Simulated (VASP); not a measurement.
# Cs (Pm-3m) in VASP: further runs

The runs below take Cs through single point, with PBEsol.

Program: VASP 6.6.1. These are calculated values, not measurements. Logs are shortened: lines on timing, memory, paths and dates and some standing lists are left out, and cuts for length are marked.

## Step 1: The cell of the first run

Symmetry: Pm-3m, No. 221, cubic system. The conventional cell has a = 4.923 Å, b = 4.923 Å, c = 4.923 Å, α = 90.00°, β = 90.00°, γ = 90.00°.

This isn't the form of Cs at room conditions, which is bcc.

## Step 2: Single point, PBEsol (119.28 Å³/atom)

INCAR reads:

```
PREC = Accurate
ENCUT = 520
EDIFF = 1E-6
ISMEAR = -1
SIGMA = 0.1
LREAL = F
LASPH = T
NELM = 60
ALGO = Normal
ISIF = 2
LWAVE = F
LCHARG = T
GGA = PS
LELF = T
LVHAR = T
NBANDS = 10
```

KPOINTS reads:

```
Automatic mesh
0
Gamma
  7 7 7
```

POSCAR reads:

```
Cs
1.0
    4.9225963477      0.0000000000      0.0000000000
    0.0000000000      4.9225963477      0.0000000000
    0.0000000000      0.0000000000      4.9225963477
Cs
1
Direct
    0.0000000000      0.0000000000      0.0000000000
```

Potentials or basis: VASP PAW PBE potentials, release 64 (Cs_sv).

Command:

```console
$ cat potpaw_PBE.64/Cs_sv/POTCAR > POTCAR
$ mpirun -np 1 vasp_std > vasp.out
```

OUTCAR:

```text
PREC = Accurate
   ENCUT = 520
   EDIFF = 1E-6
   ISMEAR = -1
   LREAL = F
   LASPH = T
   NELM = 60
   ISIF = 2
   GGA = PS

 ion  position               nearest neighbor table
   1  0.000  0.000  0.000-

  LATTYP: Found a simple cubic cell.
 ALAT       =     4.9225963477

  Lattice vectors:

 A1 = (   4.9225963477,   0.0000000000,   0.0000000000)
 A2 = (   0.0000000000,   4.9225963477,   0.0000000000)
 A3 = (   0.0000000000,   0.0000000000,   4.9225963477)

Analysis of symmetry for initial positions (statically):
=====================================================================
 Subroutine PRICEL returns:
 Original cell was already a primitive cell.

 Routine SETGRP: Setting up the symmetry group for a
 simple cubic supercell.

 Subroutine GETGRP returns: Found 48 space group operations
 (whereof 48 operations were pure point group operations)
 out of a pool of 48 trial point group operations.

The static configuration has the point symmetry O_h .

Analysis of symmetry for dynamics (positions and initial velocities):
=====================================================================
 Subroutine PRICEL returns:
 Original cell was already a primitive cell.

 Routine SETGRP: Setting up the symmetry group for a
 simple cubic supercell.

 Subroutine GETGRP returns: Found 48 space group operations
 (whereof 48 operations were pure point group operations)
 out of a pool of 48 trial point group operations.

The dynamic configuration has the point symmetry O_h .

 Subroutine INISYM returns: Found 48 space group operations
 (whereof 48 operations are pure point group operations),
 and found     1 'primitive' translations

----------------------------------------------------------------------------------------

                                     Primitive cell

  volume of cell :     119.2841

  direct lattice vectors                    reciprocal lattice vectors
     4.922596348  0.000000000  0.000000000     0.203144830  0.000000000  0.000000000
     0.000000000  4.922596348  0.000000000     0.000000000  0.203144830  0.000000000
     0.000000000  0.000000000  4.922596348     0.000000000  0.000000000  0.203144830

  length of vectors
     4.922596348  4.922596348  4.922596348     0.203144830  0.203144830  0.203144830

  position of ions in fractional coordinates (direct lattice)
     0.000000000  0.000000000  0.000000000

  ion indices of the primitive-cell ions
   primitive index   ion index
                 1           1

----------------------------------------------------------------------------------------

 KPOINTS: Automatic mesh

Automatic generation of k-mesh.
 Grid dimensions read from file:
 generate k-points for:    7    7    7

 Generating k-lattice:

  Cartesian coordinates                     Fractional coordinates (reciprocal lattice)
     0.029020690  0.000000000  0.000000000     0.142857143  0.000000000  0.000000000
     0.000000000  0.029020690  0.000000000     0.000000000  0.142857143  0.000000000
     0.000000000  0.000000000  0.029020690     0.000000000  0.000000000  0.142857143

  Length of vectors
     0.029020690  0.029020690  0.029020690

  Shift w.r.t. Gamma in fractional coordinates (k-lattice)
     0.000000000  0.000000000  0.000000000

 Subroutine IBZKPT returns following result:
 ===========================================

 Found     20 irreducible k-points:

 Following reciprocal coordinates:
            Coordinates               Weight
  0.000000  0.000000  0.000000      1.000000
  0.142857  0.000000  0.000000      6.000000
  0.285714  0.000000  0.000000      6.000000
  0.428571  0.000000  0.000000      6.000000
  0.142857  0.142857  0.000000     12.000000
  0.285714  0.142857  0.000000     24.000000
[... 12 lines left out ...]
  0.428571  0.428571  0.285714     24.000000
  0.428571  0.428571  0.428571      8.000000
   k-points           NKPTS =     20   k-points in BZ     NKDIM =     20   number of bands    NBANDS=     10
   number of dos      NEDOS =    301   number of ions     NIONS =      1
   total plane-waves  NPLWV =  64000
   dimension x,y,z NGX =    40 NGY =   40 NGZ =   40
   dimension x,y,z NGXF=    80 NGYF=   80 NGZF=   80
   ions per type =               1
   NGX,Y,Z   is equivalent  to a cutoff of  13.51, 13.51, 13.51 a.u.
   NGXF,Y,Z  is equivalent  to a cutoff of  27.02, 27.02, 27.02 a.u.
 SYSTEM =  unknown system
   PREC   = accura    normal or accurate (medium, high low for compatibility)
   ISTART =      0    job   : 0-new  1-cont  2-samecut
   ICHARG =      2    charge: 1-file 2-atom 10-const
   ISPIN  =      1    spin polarized calculation?
   LNONCOLLINEAR =      F non collinear calculations
   LSORBIT =      F    spin-orbit coupling
   LASPH  =      T    aspherical Exc in radial PAW
   ENCUT  =  520.0 eV  38.22 Ry    6.18 a.u.   9.15  9.15  9.15*2*pi/ulx,y,z
   NELM   =     60;   NELMIN=  2; NELMDL= -5     # of ELM steps
   EDIFF  = 0.1E-05   stopping-criterion for ELM
   LREAL  =      F    real-space projection
   EDIFFG = 0.1E-04   stopping-criterion for IOM
   NSW    =      0    number of steps for IOM
   IBRION =     -1    ionic relax: 0-MD 1-quasi-New 2-CG
   NFREE  =      0    steps in history (QN), initial steepest desc. (CG)
   ISIF   =      2    stress and relaxation
   ISYM   =      2    0-nonsym 1-usesym 2-fastsym
   POTIM  = 0.5000    time-step for ionic-motion
   TEBEG  =    0.0;   TEEND  =   0.0 temperature during run
   PSTRESS=    0.0 pullay stress
   NELECT =       9.0000    total number of electrons
   NUPDOWN=      -1.0000    fix difference up-down
   EMIN   =  10.00;   EMAX   =-10.00  energy-range for DOS
   EFERMI =   0.00;   METHOD = LEGACY
   ISMEAR =    -1;   SIGMA  =   0.10  broadening in eV -4-tet -1-fermi 0-gaus
   EFERMI_NEDOS =   21; number of points for ismear=-14 and -15
   IALGO  =     38    algorithm
   IMIX   =      4    mixing-type and parameters
     AMIX     =   0.40;   BMIX     =  1.00
     AMIX_MAG =   1.60;   BMIX_MAG =  1.00
  volume/ion in A,a.u.               =     119.28       804.97
  Fermi-wavevector in a.u.,A,eV,Ry     =   0.691770  1.307255  6.511002  0.478545
  Thomas-Fermi vector in A             =   1.773514
   LORBIT       =      0    0 simple, 1 ext, 2 COOP (PROOUT), +10 PAW based schemes
   GGA     = PS    functional components
   LHFCALC =     F    Hartree Fock is set to
   AEXX    =    0.0000 exact exchange contribution
   IVDW    =     0    specifies the selected vdW correction
   LEPSILON=     F    determine dielectric tensor
   LRPA    =     F    only Hartree local field effects (RPA)
 non-spin polarized calculation
  energy-cutoff  :      520.00
  volume of cell :      119.28
 maximum number of plane-waves:      3225
 NGX is ok and might be reduce to    40
   NGX = 19   NGY = 19   NGZ = 19

 number of electron       8.9999998 magnetization

 Free energy of the ion-electron system (eV)
  ---------------------------------------------------
  ext. energy  EPLUGINS =         0.00000000
  ---------------------------------------------------
  free energy    TOTEN  =        -0.86325623 eV

  energy without entropy =       -0.82450549  energy(sigma->0) =       -0.84388086

 E-fermi :   0.3117     XC(G=0):  -5.3741

 val. band max:        0.2455563764   @ k =   0.4286   0.1429   0.1429
 cond. band min:       0.3771043199   @ k =   0.2857   0.2857   0.2857
 fundamental gap:      0.1315479436
 Fermi energy:         0.3116911670

 k-point     1 :       0.0000    0.0000    0.0000
  band No.  band energies     occupation
      1     -23.7057      2.00000
      2     -10.4031      2.00000
      3     -10.4031      2.00000
      4     -10.4031      2.00000
      5      -1.3360      2.00000
      6       1.6430      0.00000
      7       1.6430      0.00000
      8       4.7103      0.00000
      9       4.7103      0.00000
     10       4.7103      0.00000

 k-point     2 :       0.1429    0.0000    0.0000
  band No.  band energies     occupation
      1     -23.7042      2.00000
      2     -10.4408      2.00000
      3     -10.3999      2.00000
      4     -10.3999      2.00000
      5      -1.1651      2.00000
      6       1.6906      0.00000
      7       1.7113      0.00000
      8       4.1755      0.00000
      9       4.1755      0.00000
     10       4.7447      0.00000

 k-point     3 :       0.2857    0.0000    0.0000
  band No.  band energies     occupation
      1     -23.7007      2.00000
      2     -10.5233      2.00000
      3     -10.3927      2.00000
      4     -10.3927      2.00000
      5      -0.7006      1.99992
      6       1.5332      0.00001
      7       1.8843      0.00000
      8       3.5886      0.00000
      9       3.5886      0.00000
     10       4.4885      0.00000

 k-point     4 :       0.4286    0.0000    0.0000
  band No.  band energies     occupation
      1     -23.6979      2.00000
      2     -10.5874      2.00000
      3     -10.3869      2.00000
      4     -10.3869      2.00000
      5      -0.0810      1.96137
      6       0.9462      0.00350
      7       2.0503      0.00000
      8       3.2681      0.00000
      9       3.2681      0.00000
     10       4.8706      0.00000

 k-point     5 :       0.1429    0.1429    0.0000
  band No.  band energies     occupation
      1     -23.7026      2.00000
      2     -10.4390      2.00000
      3     -10.4355      2.00000
      4     -10.3967      2.00000
      5      -0.9964      2.00000
      6       1.7531      0.00000
      7       1.7826      0.00000
      8       3.5654      0.00000
      9       4.0878      0.00000
     10       4.4328      0.00000

 k-point     6 :       0.2857    0.1429    0.0000
  band No.  band energies     occupation
      1     -23.6991      2.00000
      2     -10.5191      2.00000
      3     -10.4292      2.00000
      4     -10.3896      2.00000
      5      -0.5387      1.99959
      6       1.5986      0.00001
      7       1.9606      0.00000
      8       3.1218      0.00000
      9       3.6331      0.00000
     10       4.4201      0.00000
[... 131 lines left out ...]
 k-point    17 :       0.2857    0.2857    0.2857
  band No.  band energies     occupation
      1     -23.6907      2.00000
      2     -10.5012      2.00000
      3     -10.4941      2.00000
      4     -10.4941      2.00000
      5       0.3771      0.68412
      6       1.9968      0.00000
      7       1.9968      0.00000
      8       2.6107      0.00000
      9       3.1692      0.00000
     10       3.1692      0.00000

 k-point    18 :       0.4286    0.2857    0.2857
  band No.  band energies     occupation
      1     -23.6880      2.00000
      2     -10.5574      2.00000
      3     -10.4913      2.00000
      4     -10.4869      2.00000
      5       0.7909      0.01645
      6       1.5554      0.00001
      7       1.8813      0.00000
      8       2.9231      0.00000
      9       3.0335      0.00000
     10       3.7322      0.00000

 k-point    19 :       0.4286    0.4286    0.2857
  band No.  band energies     occupation
      1     -23.6852      2.00000
      2     -10.5497      2.00000
      3     -10.5488      2.00000
      4     -10.4820      2.00000
      5       0.9662      0.00287
      6       1.6431      0.00000
      7       1.7204      0.00000
      8       2.7437      0.00000
      9       3.7746      0.00000
     10       3.8981      0.00000

 k-point    20 :       0.4286    0.4286    0.4286
  band No.  band energies     occupation
      1     -23.6825      2.00000
      2     -10.5421      2.00000
      3     -10.5408      2.00000
      4     -10.5408      2.00000
      5       1.2322      0.00020
      6       1.4672      0.00002
      7       1.4672      0.00002
      8       3.6360      0.00000
      9       3.7994      0.00000
     10       3.9984      0.00000

------------------------ aborting loop because EDIFF is reached ----------------------------------------

  FORCE on cell =-STRESS in cart. coord.  units (eV):
  Direction    XX          YY          ZZ          XY          YZ          ZX
  --------------------------------------------------------------------------------------
  -------------------------------------------------------------------------------------
  Total       -0.0076260     -0.0076260     -0.0076260      0.0000000      0.0000000     -0.0000000
  in kB       -0.1024295     -0.1024295     -0.1024295      0.0000000      0.0000000     -0.0000000
  external PRESSURE =      -0.1024295 kB  Pullay stress =       0.0000000 kB

 VOLUME and BASIS-vectors are now :
 -----------------------------------------------------------------------------
  energy-cutoff  :      520.00
  volume of cell :      119.28
      direct lattice vectors                 reciprocal lattice vectors
     4.922596348  0.000000000  0.000000000     0.203144830  0.000000000  0.000000000
     0.000000000  4.922596348  0.000000000     0.000000000  0.203144830  0.000000000
     0.000000000  0.000000000  4.922596348     0.000000000  0.000000000  0.203144830

 POSITION                                       TOTAL-FORCE (eV/Angst)
 -----------------------------------------------------------------------------------
      0.00000      0.00000      0.00000         0.000000      0.000000      0.000000
 -----------------------------------------------------------------------------------
    total drift:                                0.000000     -0.000000     -0.000000

  FREE ENERGIE OF THE ION-ELECTRON SYSTEM (eV)
  ---------------------------------------------------
  free  energy   TOTEN  =        -0.8632562275 eV

  energy  without entropy=       -0.8245054881  energy(sigma->0) =       -0.84388086
```

Run time: 9.9 s. Hardware: 1 thread of Intel Xeon 6975P-C (Granite Rapids), shared host; peak memory 0.22 GiB.

What came out:

```yaml
Free_energy: -0.8633 eV
Pressure: 0.0 GPa
Band_gap_on_the_k_mesh: zero (an odd number of electrons rules out a gap without spin polarisation)
```

Caveat: the PAW data sets were made with another functional, which shifts forces and pressure a little; spin-orbit coupling is left out, which moves the levels of the heavy elements.

## Step 3: Single point, PBEsol (124.06 Å³/atom)

This run uses another cell than the first one, of 124.06 Å³/atom.

INCAR reads:

```
SYSTEM = Cs
PREC     = Accurate       ! precision mode
ENCUT    = 520            ! plane-wave cutoff, eV
EDIFF    = 1E-7           ! SCF threshold, eV
ISMEAR   = -1             ! smearing method
SIGMA    = 0.1            ! smearing width, eV
LREAL    = .False.        ! projectors in reciprocal space
LASPH    = .True.         ! aspherical terms in the spheres
NELM     = 100            ! most SCF steps
ALGO     = Normal         ! electronic algorithm
ISIF     = 2              ! what is computed and relaxed
LWAVE    = .False.        ! write WAVECAR
LCHARG   = .True.         ! write CHGCAR
GGA      = PS             ! functional
LELF     = .True.         ! ELF
LVHAR    = .True.       
NBANDS   = 10             ! bands
```

KPOINTS reads:

```
Automatic mesh
0
Gamma
  7 7 7
  0 0 0
```

POSCAR reads:

```
Cs
1.0
    4.9873747809      0.0000000000      0.0000000000
    0.0000000000      4.9873747809      0.0000000000
    0.0000000000      0.0000000000      4.9873747809
Cs
1
Direct
    0.0000000000      0.0000000000      0.0000000000
```

Potentials or basis: VASP PAW PBE potentials, release 64 (Cs_sv).

Command:

```console
$ cat potpaw_PBE.64/Cs_sv/POTCAR > POTCAR
$ mpirun -np 1 vasp_std > vasp.out
```

Wall time 12 s (1 thread of Intel Xeon 6975P-C (Granite Rapids), shared host); peak memory 0.23 GiB.

The run converged. Its results:

* Free energy: -0.8622 eV
* Pressure: -0.1 GPa
* Band gap on the k mesh: zero (an odd number of electrons rules out a gap without spin polarisation)

Levels at points of the mesh, in eV from the Fermi level:
| k point | band 2 | band 3 | band 4 | band 5 | band 6 | band 7 | band 8 | band 9 |
| --- | --- | --- | --- | --- | --- | --- | --- | --- |
| (0.00, 0.00, 0.00) | -10.74 | -10.74 | -10.74 | -1.61 | 1.35 | 1.35 | 4.30 | 4.30 |

Caveat: the PAW data sets were made with another functional, which shifts forces and pressure a little; spin-orbit coupling is left out, which moves the levels of the heavy elements.

## Step 4: Single point, PBEsol (128.83 Å³/atom)

This run uses another cell than the first one, of 128.83 Å³/atom.

INCAR reads:

```
SYSTEM = Cs
PREC = Accurate ; ENCUT = 520
EDIFF = 1E-7 ; ISMEAR = -1
SIGMA = 0.1 ; LREAL = .False.
LASPH = .True. ; NELM = 60
ALGO = Normal ; ISIF = 2
LWAVE = .False. ; LCHARG = .False.
GGA = PS ; NBANDS = 10
```

KPOINTS reads:

```
regular mesh
0
Gamma
  7 7 7
  0 0 0
```

POSCAR reads:

```
Cs
1.0
    5.0505128099      0.0000000000      0.0000000000
    0.0000000000      5.0505128099      0.0000000000
    0.0000000000      0.0000000000      5.0505128099
Cs
1
Direct
    0.0000000000      0.0000000000      0.0000000000
```

Command:

```console
$ cat potpaw_PBE.64/Cs_sv/POTCAR > POTCAR
$ mpirun -np 1 vasp_std > vasp.out
```

Wall time 13 s (1 thread of Intel Xeon 6975P-C (Granite Rapids), shared host); peak memory 0.23 GiB.

The run converged. Its results:

```yaml
Free_energy: -0.8596 eV
Pressure: -0.1 GPa
Band_gap_on_the_k_mesh: zero (an odd number of electrons rules out a gap without spin polarisation)
```

Levels at points of the mesh, in eV from the Fermi level:
| k point | band 3 | band 4 | band 5 | band 6 | band 7 | band 8 |
| --- | --- | --- | --- | --- | --- | --- |
| (0.00, 0.00, 0.00) | -10.76 | -10.76 | -1.57 | 1.36 | 1.36 | 4.22 |

Caveat: the PAW data sets were made with another functional, which shifts forces and pressure a little; spin-orbit coupling is left out, which moves the levels of the heavy elements.

## Step 5: Single point, PBEsol (133.60 Å³/atom)

This run uses another cell than the first one, of 133.60 Å³/atom.

INCAR reads:

```
SYSTEM = Cs
PREC = Accurate
ENCUT = 520
EDIFF = 1E-7
ISMEAR = -1
SIGMA = 0.1
LREAL = .FALSE.
LASPH = .TRUE.
NELM = 100
ALGO = Normal
ISIF = 2
LWAVE = .FALSE.
LCHARG = .FALSE.
GGA = PS
NBANDS = 10
```

KPOINTS reads:

```
Automatic mesh
0
G
  7 7 7
  0 0 0
```

POSCAR reads:

```
Cs
1.0
    5.1121105002      0.0000000000      0.0000000000
    0.0000000000      5.1121105002      0.0000000000
    0.0000000000      0.0000000000      5.1121105002
Cs
1
Direct
    0.0000000000      0.0000000000      0.0000000000
```

Command:

```console
$ cat potpaw_PBE.64/Cs_sv/POTCAR > POTCAR
$ mpirun -np 1 vasp_std > vasp.out
```

Run time: 10 s. Hardware: 1 thread of Intel Xeon 6975P-C (Granite Rapids), shared host; peak memory 0.23 GiB.

It converged, with:

```
Free energy            : -0.8556 eV
Pressure               : -0.2 GPa
Band gap on the k mesh : zero (an odd number of electrons rules out a gap without spin polarisation)
```

Levels at points of the mesh, in eV from the Fermi level:
| k point | band 3 | band 4 | band 5 | band 6 | band 7 | band 8 |
| --- | --- | --- | --- | --- | --- | --- |
| (0.00, 0.00, 0.00) | -10.78 | -10.78 | -1.53 | 1.37 | 1.37 | 4.14 |

Caveat: the PAW data sets were made with another functional, which shifts forces and pressure a little; spin-orbit coupling is left out, which moves the levels of the heavy elements.

## Step 6: The runs side by side

```csv
cell,gap on the mesh (eV),pressure (GPa)
"a = 4.923 Å, 1 atom",none,0.0
"a = 4.987 Å, 1 atom",none,-0.1
"a = 5.051 Å, 1 atom",none,-0.1
"a = 5.112 Å, 1 atom",none,-0.2
```

Alike in all rows: task single point; level PBEsol; potentials or basis VASP PAW PBE potentials, release 64 (Cs_sv); no spin polarisation; k mesh 7 × 7 × 7; cutoff (eV) 520; smearing fermi-dirac 0.1 eV.

Caveats: the PAW data sets were made with another functional, which shifts forces and pressure a little; spin-orbit coupling is left out, which moves the levels of the heavy elements.

Total energies depend on the potentials used, so only differences within one code and one set of settings carry meaning.
